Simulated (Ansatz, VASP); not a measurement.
One calculation of Cu3O2, two programs

```
CELL_PARAMETERS angstrom
-2.01300 2.01300 3.67072
2.01300 -2.01300 3.67072
2.01300 2.01300 -3.67072
ATOMIC_POSITIONS crystal
Cu 0.25000 0.75000 0.50000
Cu 0.75000 0.25000 0.50000
Cu 0.00000 0.00000 0.00000
O 0.00000 0.50000 0.50000
O 0.50000 0.00000 0.50000
```

Alike in both runs: task single point; functional PBE; k mesh 14 × 14 × 14; occupations gaussian, width 0.15 eV; no spin polarisation.

|  | VASP | Ansatz |
| --- | --- | --- |
| version | VASP 6.6.1 | Ansatz 0.2.0 |
| potentials or method | VASP PAW PBE potentials, release 64 (Cu, O), cutoff 520 eV | scalar-relativistic, plane waves, PAW |
| valence electrons in the cell | 45 | 69 |

|  | VASP | Ansatz | Ansatz less VASP |
| --- | --- | --- | --- |
| gap on the k mesh at the Fermi level (eV) | none | none | - |
| pressure (GPa) | 2.7 | 1.9 | -0.76 |
| traceless stress, the component that is largest in VASP (GPa) | 0.43 | -0.32 | -0.756 |

A gap of «none» marks a metal or a gap that the smearing closes. VASP's potentials hold 45 valence electrons a cell and Ansatz's 69, so a difference there can come from the potentials and not from the codes.
